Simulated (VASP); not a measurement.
# Ni (P6_3/mmc) in VASP: further runs

Runs on Ni. Level: PBEsol. Tasks: single point.

All numbers are computed with VASP 6.6.1; they aren't measurements. Logs are shortened: lines on timing, memory, paths and dates and some standing lists are left out, and cuts for length are marked.

## Step 1: The cell of the first run

It takes space group P6_3/mmc (No. 194, hexagonal). The conventional cell has a = 2.448 Å, b = 2.448 Å, c = 4.073 Å, α = 90.00°, β = 90.00°, γ = 120.00°. Within 3.2 Å of Ni (site symmetry -6m2) lie 12 Ni at 2.45 to 2.48 Å.

## Step 2: Single point, PBEsol, collinear spin, ferromagnetic start

File INCAR:

```
PREC = Accurate
ENCUT = 590
EDIFF = 1E-6
ISMEAR = -1
SIGMA = 0.05
LREAL = False
LASPH = True
NELM = 200
ALGO = Normal
ISIF = 2
LWAVE = False
LCHARG = False
ISPIN = 2
MAGMOM = 0.5 0.5
LORBIT = 11
NUPDOWN = 1.0
LMAXMIX = 4
GGA = PS
NBANDS = 29
GGA_COMPAT = False
```

File KPOINTS:

```
regular mesh
0
Gamma
  10 10 6
```

File POSCAR:

```
Ni
1.0
    2.4480228978      0.0000000000      0.0000000000
   -1.2240114489      2.1200500186      0.0000000000
    0.0000000000      0.0000000000      4.0728075700
Ni
2
Direct
    0.6666666667      0.3333333333      0.7500000000
    0.3333333333      0.6666666667      0.2500000000
```

Potentials or basis: VASP PAW PBE potentials, release 64 (Ni_sv_GW).

On the command line:

```sh
$ cat potpaw_PBE.64/Ni_sv_GW/POTCAR > POTCAR
$ mpirun -np 1 vasp_std > vasp.out
```

OUTCAR:

```text
PREC = Accurate
   ENCUT = 590
   EDIFF = 1E-6
   ISMEAR = -1
   LREAL = False
   LASPH = True
   NELM = 200
   ISIF = 2
   ISPIN = 2
   LORBIT = 11
   NUPDOWN = 1.0
   GGA = PS

 ion  position               nearest neighbor table
   1  0.667  0.333  0.750-   2 2.48   2 2.48   2 2.48   2 2.48   2 2.48   2 2.48
   2  0.333  0.667  0.250-   1 2.48   1 2.48   1 2.48   1 2.48   1 2.48   1 2.48

  LATTYP: Found a hexagonal cell.
 ALAT       =     2.4480228978
 C/A-ratio  =     1.6637130207

  Lattice vectors:

 A1 = (   2.4480228978,   0.0000000000,   0.0000000000)
 A2 = (  -1.2240114489,   2.1200500186,   0.0000000000)
 A3 = (   0.0000000000,   0.0000000000,   4.0728075700)

Analysis of symmetry for initial positions (statically):
=====================================================================
 Subroutine PRICEL returns:
 Original cell was already a primitive cell.

 Routine SETGRP: Setting up the symmetry group for a
 hexagonal supercell.

 Subroutine GETGRP returns: Found 24 space group operations
 (whereof 12 operations were pure point group operations)
 out of a pool of 24 trial point group operations.

The static configuration has the point symmetry D_3d.
 The point group associated with its full space group is D_6h.

Analysis of symmetry for dynamics (positions and initial velocities):
=====================================================================
 Subroutine PRICEL returns:
 Original cell was already a primitive cell.

 Routine SETGRP: Setting up the symmetry group for a
 hexagonal supercell.

 Subroutine GETGRP returns: Found 24 space group operations
 (whereof 12 operations were pure point group operations)
 out of a pool of 24 trial point group operations.

The dynamic configuration has the point symmetry D_3d.
 The point group associated with its full space group is D_6h.

Analysis of structural, dynamic, and magnetic symmetry:
=====================================================================
 Subroutine PRICEL returns:
 Original cell was already a primitive cell.

 Routine SETGRP: Setting up the symmetry group for a
 hexagonal supercell.

 Subroutine GETGRP returns: Found 24 space group operations
 (whereof 12 operations were pure point group operations)
 out of a pool of 24 trial point group operations.

The overall configuration has the point symmetry D_3d.
 The point group associated with its full space group is D_6h.

 Subroutine INISYM returns: Found 24 space group operations
 (whereof 12 operations are pure point group operations),
 and found     1 'primitive' translations

----------------------------------------------------------------------------------------

                                     Primitive cell

  volume of cell :      21.1376

  direct lattice vectors                    reciprocal lattice vectors
     2.448022898  0.000000000  0.000000000     0.408492911  0.235843492  0.000000000
    -1.224011449  2.120050019  0.000000000     0.000000000  0.471686984  0.000000000
     0.000000000  0.000000000  4.072807570     0.000000000  0.000000000  0.245530873

  length of vectors
     2.448022898  2.448022898  4.072807570     0.471686984  0.471686984  0.245530873

  position of ions in fractional coordinates (direct lattice)
     0.666666667  0.333333333  0.750000000
     0.333333333  0.666666667  0.250000000

  ion indices of the primitive-cell ions
   primitive index   ion index
                 1           1
                 2           2

----------------------------------------------------------------------------------------

 KPOINTS: regular mesh

Automatic generation of k-mesh.
 Grid dimensions read from file:
 generate k-points for:   10   10    6

 Generating k-lattice:

  Cartesian coordinates                     Fractional coordinates (reciprocal lattice)
     0.040849291  0.023584349  0.000000000     0.100000000 -0.000000000  0.000000000
     0.000000000  0.047168698  0.000000000     0.000000000  0.100000000  0.000000000
     0.000000000  0.000000000  0.040921812     0.000000000  0.000000000  0.166666667

  Length of vectors
     0.047168698  0.047168698  0.040921812

  Shift w.r.t. Gamma in fractional coordinates (k-lattice)
     0.000000000  0.000000000  0.000000000

 Subroutine IBZKPT returns following result:
 ===========================================

 Found     56 irreducible k-points:

 Following reciprocal coordinates:
            Coordinates               Weight
  0.000000  0.000000  0.000000      1.000000
  0.100000 -0.000000  0.000000      6.000000
  0.200000 -0.000000  0.000000      6.000000
  0.300000  0.000000  0.000000      6.000000
  0.400000 -0.000000  0.000000      6.000000
  0.500000 -0.000000  0.000000      3.000000
[... 16 lines left out ...]
  0.300000  0.100000  0.166667     24.000000
  0.400000  0.100000  0.166667     24.000000
 [... further k-points ...]
   k-points           NKPTS =     56   k-points in BZ     NKDIM =     56   number of bands    NBANDS=     29
   number of dos      NEDOS =    301   number of ions     NIONS =      2
   total plane-waves  NPLWV =  12800
   dimension x,y,z NGX =    20 NGY =   20 NGZ =   32
   dimension x,y,z NGXF=    40 NGYF=   40 NGZF=   64
   ions per type =               2
   NGX,Y,Z   is equivalent  to a cutoff of  13.58, 13.58, 13.06 a.u.
   NGXF,Y,Z  is equivalent  to a cutoff of  27.16, 27.16, 26.12 a.u.
 SYSTEM =  unknown system
   PREC   = accura    normal or accurate (medium, high low for compatibility)
   ISTART =      0    job   : 0-new  1-cont  2-samecut
   ICHARG =      2    charge: 1-file 2-atom 10-const
   ISPIN  =      2    spin polarized calculation?
   LNONCOLLINEAR =      F non collinear calculations
   LSORBIT =      F    spin-orbit coupling
   LASPH  =      T    aspherical Exc in radial PAW
   ENCUT  =  590.0 eV  43.36 Ry    6.59 a.u.   4.85  4.85  8.07*2*pi/ulx,y,z
   NELM   =    200;   NELMIN=  2; NELMDL= -5     # of ELM steps
   EDIFF  = 0.1E-05   stopping-criterion for ELM
   LREAL  =      F    real-space projection
   EDIFFG = 0.1E-04   stopping-criterion for IOM
   NSW    =      0    number of steps for IOM
   IBRION =     -1    ionic relax: 0-MD 1-quasi-New 2-CG
   NFREE  =      0    steps in history (QN), initial steepest desc. (CG)
   ISIF   =      2    stress and relaxation
   ISYM   =      2    0-nonsym 1-usesym 2-fastsym
   POTIM  = 0.5000    time-step for ionic-motion
   TEBEG  =    0.0;   TEEND  =   0.0 temperature during run
   PSTRESS=    0.0 pullay stress
   NELECT =      36.0000    total number of electrons
   NUPDOWN=       1.0000    fix difference up-down
   EMIN   =  10.00;   EMAX   =-10.00  energy-range for DOS
   EFERMI =   0.00;   METHOD = LEGACY
   ISMEAR =    -1;   SIGMA  =   0.05  broadening in eV -4-tet -1-fermi 0-gaus
   EFERMI_NEDOS =   21; number of points for ismear=-14 and -15
   IALGO  =     38    algorithm
   IMIX   =      4    mixing-type and parameters
     AMIX     =   0.40;   BMIX     =  1.00
     AMIX_MAG =   1.60;   BMIX_MAG =  1.00
  volume/ion in A,a.u.               =      10.57        71.32
  Fermi-wavevector in a.u.,A,eV,Ry     =   1.955047  3.694503 52.004300  3.822208
  Thomas-Fermi vector in A             =   2.981484
   LORBIT       =     11    0 simple, 1 ext, 2 COOP (PROOUT), +10 PAW based schemes
   GGA     = PS    functional components
   LHFCALC =     F    Hartree Fock is set to
   AEXX    =    0.0000 exact exchange contribution
   IVDW    =     0    specifies the selected vdW correction
   LEPSILON=     F    determine dielectric tensor
   LRPA    =     F    only Hartree local field effects (RPA)
 spin polarized calculation
  energy-cutoff  :      590.00
  volume of cell :       21.14
 maximum number of plane-waves:       701
 NGX is ok and might be reduce to    20
   NGX =  9   NGY =  9   NGZ = 17

 number of electron      35.9999972 magnetization       0.9999998

 Free energy of the ion-electron system (eV)
  ---------------------------------------------------
  ext. energy  EPLUGINS =         0.00000000
  ---------------------------------------------------
  free energy    TOTEN  =       -14.07925571 eV

  energy without entropy =      -14.03815934  energy(sigma->0) =      -14.05870752

 E-fermi :   8.0499     XC(G=0): -14.2623

 val. band max:        8.0475948850   @ k =   0.1000  -0.0000   0.0000
 cond. band min:       7.8445160528   @ k =   0.2000   0.2000   0.0000
 fundamental gap:     -0.2030788322
 Fermi energy:         7.8205052732

 spin component 1

 k-point     1 :       0.0000    0.0000    0.0000
  band No.  band energies     occupation
      1     -95.2400      1.00000
      2     -95.2051      1.00000
      3     -55.8433      1.00000
      4     -55.6792      1.00000
      5     -55.6792      1.00000
      6     -55.6468      1.00000
[... 21 lines left out ...]
     28      34.4828      0.00000
     29      38.1807      0.00000
[... 705 lines left out ...]
 k-point    24 :       0.4000    0.1000    0.1667
  band No.  band energies     occupation
      1     -95.1990      1.00000
      2     -95.1889      1.00000
      3     -55.8737      1.00000
      4     -55.8438      1.00000
      5     -55.7466      1.00000
      6     -55.7225      1.00000
[... 21 lines left out ...]
     28      32.8819      0.00000
     29      36.5463      0.00000

 [... further k-points ...]

 spin component 2

 k-point     1 :       0.0000    0.0000    0.0000
  band No.  band energies     occupation
      1     -94.5758      1.00000
      2     -94.5400      1.00000
      3     -55.2028      1.00000
      4     -55.0297      1.00000
      5     -55.0297      1.00000
      6     -54.9965      1.00000
[... 21 lines left out ...]
     28      34.5655      0.00000
     29      38.2854      0.00000
[... 705 lines left out ...]
 k-point    24 :       0.4000    0.1000    0.1667
  band No.  band energies     occupation
      1     -94.5338      1.00000
      2     -94.5235      1.00000
      3     -55.2300      1.00000
      4     -55.1991      1.00000
      5     -55.0997      1.00000
      6     -55.0775      1.00000
[... 21 lines left out ...]
     28      32.9762      0.00000
     29      36.5804      0.00000

 [... further k-points ...]

------------------------ aborting loop because EDIFF is reached ----------------------------------------

  FORCE on cell =-STRESS in cart. coord.  units (eV):
  Direction    XX          YY          ZZ          XY          YZ          ZX
  --------------------------------------------------------------------------------------
  -------------------------------------------------------------------------------------
  Total       -0.9066405     -0.9066405     -1.2922003     -0.0000000      0.0000000      0.0000000
  in kB      -68.7211159    -68.7211159    -97.9456047     -0.0000000      0.0000000      0.0000000
  external PRESSURE =     -78.4626122 kB  Pullay stress =       0.0000000 kB

 VOLUME and BASIS-vectors are now :
 -----------------------------------------------------------------------------
  energy-cutoff  :      590.00
  volume of cell :       21.14
      direct lattice vectors                 reciprocal lattice vectors
     2.448022898  0.000000000  0.000000000     0.408492911  0.235843492  0.000000000
    -1.224011449  2.120050019  0.000000000     0.000000000  0.471686984  0.000000000
     0.000000000  0.000000000  4.072807570     0.000000000  0.000000000  0.245530873

 POSITION                                       TOTAL-FORCE (eV/Angst)
 -----------------------------------------------------------------------------------
      1.22401      0.70668      3.05461         0.000000      0.000000      0.000000
     -0.00000      1.41337      1.01820        -0.000000     -0.000000      0.000000
 -----------------------------------------------------------------------------------
    total drift:                                0.000000     -0.000000      0.000000

  FREE ENERGIE OF THE ION-ELECTRON SYSTEM (eV)
  ---------------------------------------------------
  free  energy   TOTEN  =       -14.0792557108 eV

  energy  without entropy=      -14.0381593388  energy(sigma->0) =      -14.05870752

 total charge

# of ion       s       p       d       f       tot
--------------------------------------------------
    1        2.246   6.321   7.812   0.006  16.385
    2        2.246   6.321   7.812   0.006  16.385
--------------------------------------------------
tot          4.492  12.641  15.625   0.012  32.770

 magnetization (x)

# of ion       s       p       d       f       tot
--------------------------------------------------
    1       -0.002  -0.014   0.549  -0.000   0.533
    2       -0.002  -0.014   0.549  -0.000   0.533
--------------------------------------------------
tot         -0.004  -0.028   1.097  -0.000   1.065
```

Wall time 89 s (1 thread of Intel Xeon Platinum 8259CL at 2.50GHz (Skylake/Cascade Lake), shared host); peak memory 0.2 GiB.

What came out:

| Item | Value |
| --- | --- |
| Free energy | -14.0793 eV |
| Pressure | -7.8 GPa |
| Net moment | 1.00 μB per cell |
| Site moments | Ni +0.53 μB |
| Valence electrons inside the program's atomic spheres | Ni 16.39 |

Stress tensor (GPa, compression positive):
```
-6.87  0.00  0.00
 0.00 -6.87  0.00
 0.00  0.00 -9.79
```

Caveat: the PAW data sets were made with another functional, which shifts forces and pressure a little; the total moment is fixed, so each spin has its own Fermi level.

## Step 3: Single point, PBEsol, collinear spin, ferromagnetic start

File INCAR:

```
SYSTEM = Ni
ALGO = Normal ; EDIFF = 1E-6
ENCUT = 590 ; GGA = PS
GGA_COMPAT = .False. ; ISIF = 2
ISMEAR = -1 ; ISPIN = 2
LASPH = .True. ; LCHARG = .False.
LMAXMIX = 4 ; LORBIT = 11
LREAL = .False. ; LWAVE = .False.
MAGMOM = 1 1 ; NBANDS = 29
NELM = 200 ; NUPDOWN = 2.0
PREC = Accurate ; SIGMA = 0.05
```

File KPOINTS:

```
k-points
0
Gamma
  10 10 6
  0 0 0
```

POSCAR is that of step 2.

Potentials or basis: VASP PAW PBE potentials, release 64 (Ni_sv_GW).

On the command line:

```sh
$ cat potpaw_PBE.64/Ni_sv_GW/POTCAR > POTCAR
$ mpirun -np 1 vasp_std > vasp.out
```

Run time: 45 s. Hardware: 1 thread of Intel Xeon 6975P-C (Granite Rapids), shared host; peak memory 0.2 GiB.

It converged, with:

- Free energy: -13.9170 eV
- Pressure: -3.9 GPa
- Net moment: 2.00 μB per cell
- Site moments: Ni +1.01 μB
- Valence electrons inside the program's atomic spheres: Ni 16.37

Stress tensor (GPa, compression positive):
```
-1.98  0.00  0.00
 0.00 -1.98  0.00
 0.00  0.00 -7.82
```

Caveat: the PAW data sets were made with another functional, which shifts forces and pressure a little; the total moment is fixed, so each spin has its own Fermi level.
